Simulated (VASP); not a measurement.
A run of VASP 6.6.1 is set up as follows.

File INCAR:

```
SYSTEM = AlAs
ALGO = Normal
EDIFF = 1E-7
EDIFFG = -0.01
ENCUT = 500
GGA = PE
GGA_COMPAT = .FALSE.
IBRION = 2
ISIF = 3
ISMEAR = 0
LASPH = .TRUE.
LCHARG = .FALSE.
LREAL = .FALSE.
LWAVE = .FALSE.
NELM = 120
NELMIN = 4
NSW = 100
PREC = Accurate
SIGMA = 0.02
```

The input KPOINTS:

```
k-points
0
G
  8 8 8
  0 0 0
```

Contents of POSCAR:

```
AlAs
1.0
    0.0000000000      2.8379008800      2.8379008800
    2.8379008800      0.0000000000      2.8379008800
    2.8379008800      2.8379008800      0.0000000000
Al As
1 1
Direct
    0.0000000000      0.0000000000      0.0000000000
    0.7500000000      0.7500000000      0.7500000000
```

Potentials or basis: VASP PAW PBE potentials, release 64 (Al, As).

Command:

```console
$ cat potpaw_PBE.64/Al/POTCAR potpaw_PBE.64/As/POTCAR > POTCAR
$ mpirun -np 1 vasp_std > vasp.out
```

Question: What does it give for the relaxed cell?

Answer: a = 4.054 Å, b = 4.054 Å, c = 4.054 Å, α = 60.00°, β = 60.00°, γ = 60.00°.

Question: Predict the band gap on the k mesh.

Answer: 1.50 eV, indirect (least direct gap 1.76 eV).

Final structure:
```
Al As
1.0
     0.00000    2.86630    2.86630
     2.86630    0.00000    2.86630
     2.86630    2.86630    0.00000
Al As
1 1
Direct
  0.00000 0.00000 0.00000
  0.75000 0.75000 0.75000
```

A k mesh can miss the band edges. A hybrid or GW would open this gap; PBE tends to underestimate it.
